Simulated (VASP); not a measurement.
KCl, 2 atoms in the cell. Symmetry: P4/mmm, No. 123, tetragonal system. Conventional cell: a = 3.771 Å, b = 3.771 Å, c = 3.894 Å, α = 90.00°, β = 90.00°, γ = 90.00°. Within 4.3 Å of K (site symmetry 4/mmm) lie 8 Cl at 3.30 Å and 6 K at 3.77 to 3.89 Å. Cl (site symmetry 4/mmm) has 8 K at 3.30 Å and 6 Cl at 3.77 to 3.89 Å within 4.3 Å.  This cell differs from its parent crystal: uniaxial x strain +3.3%.

| Quantity | Value |
| --- | --- |
| Program | VASP 6.6.1 |
| Task | single point |
| Functional | r2SCAN |
| Potentials or basis | VASP PAW PBE potentials, release 64 (K_sv, Cl) |
| Cutoff | 520 eV |
| k mesh | 8 × 8 × 8 |
| Occupations | gaussian, width 0.01 eV |
| Spin | no spin polarisation |
| Dipole correction | no |
| Further INCAR settings | ALGO = Normal; EDIFF = 1e-06; NBANDS = 15 |

Potentials or basis: VASP PAW PBE potentials, release 64 (K_sv, Cl).

The run is started by

```console
$ cat potpaw_PBE.64/K_sv/POTCAR potpaw_PBE.64/Cl/POTCAR > POTCAR
$ cp INCAR.step1 INCAR
$ mpirun -np 1 vasp_std > vasp.out
$ cp INCAR.step2 INCAR
$ mpirun -np 1 vasp_std > vasp.out
```

Hardware: 1 thread of AMD EPYC 7R13 Processor (Zen 3), with other jobs on the host.

Q: Estimate the wall time of this run.

A: Wall time 2.4 min on 1 thread of AMD EPYC 7R13 Processor (Zen 3), with other jobs on the host, peak memory 0.18 GiB. Counts: k points 75.
